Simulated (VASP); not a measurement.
NaAl3O:

```xyz
5
Lattice="4.4049 0.0000 0.0000 0.0000 4.4049 0.0000 0.0000 0.0000 4.4049" Properties=species:S:1:pos:R:3 pbc="T T T"
Na    0.0000    0.0000    0.0000
Al    2.2025    0.0000    0.0000
Al    0.0000    2.2025    0.0000
Al    0.0000    0.0000    2.2025
O     2.2025    2.2025    2.2025
```

The cell was built from a structure type or drawn by symmetry, and may not be a known phase.

- Program: VASP 6.6.1
- Task: relaxation of cell and atoms
- Functional: PBE
- Potentials or basis: VASP PAW PBE potentials, release 64 (Na_pv, Al, O)
- Cutoff: 600 eV
- k mesh: 4 × 4 × 4
- Occupations: gaussian, width 0.1 eV
- Spin: no spin polarisation

At the start: pressure 21.2 GPa; volume 17.09 Å³/atom.

Q: Where does the relaxation end?

A: Over 4 steps the energy falls by 449.0 meV/atom and the volume is 26.70 Å³/atom (+56.2 %); space group Pm-3m (No. 221, to 0.1 Å) before and after.

Step by step:
```tsv
step	energy change (eV)	largest force (eV/Å)	pressure (GPa)	volume (Å³)
1	0.0000	0.0000	21.21	85.47
2	-2.0512	0.0000	3.92	116.63
3	-2.2280	0.0000	0.99	128.65
4	-2.2448	0.0000	0.13	133.52
```

Final structure:
```xyz
5
Lattice="5.1111 0.0000 0.0000 0.0000 5.1111 0.0000 0.0000 0.0000 5.1111" Properties=species:S:1:pos:R:3 pbc="T T T"
Na    0.0000    0.0000    0.0000
Al    2.5555    0.0000    0.0000
Al    0.0000    2.5555    0.0000
Al    0.0000    0.0000    2.5555
O     2.5555    2.5555    2.5555
```

Caveat: the volume moved by over 15 % at a fixed basis, so the end points are rough.
